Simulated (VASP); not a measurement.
Input of a VASP 6.6.1 run:

Contents of INCAR:

```
SYSTEM = Li
PREC = Accurate ; ENCUT = 520
EDIFF = 1E-7 ; ISMEAR = 0
SIGMA = 0.15 ; LREAL = .FALSE.
LASPH = .TRUE. ; NELM = 60
ALGO = Normal ; ISIF = 2
LWAVE = .FALSE. ; LCHARG = .TRUE.
GGA = PS ; LELF = .TRUE.
LVHAR = .TRUE. ; NBANDS = 10
```

KPOINTS

```
Automatic mesh
0
G
  18 18 10
  0 0 0
```

File POSCAR:

```
Li
1.0
    2.8621219795      0.0000000000      0.0000000000
   -1.4310609897      2.4786703429      0.0000000000
    0.0000000000      0.0000000000      4.8892800000
Li
2
Direct
    0.3333333333      0.6666666667      0.2500000000
    0.6666666667      0.3333333333      0.7500000000
```

Potentials or basis: VASP PAW PBE potentials, release 64 (Li_sv).

The run is started by

```bash
$ cat potpaw_PBE.64/Li_sv/POTCAR > POTCAR
$ mpirun -np 1 vasp_std > vasp.out
```

Question: Estimate the band gap on the k mesh.

Answer: Zero (bands 3 and 4 overlap by 5.15 eV).

Caveat: the cell differs from its parent crystal (strain -0.080 along x and y, -0.040 along z).
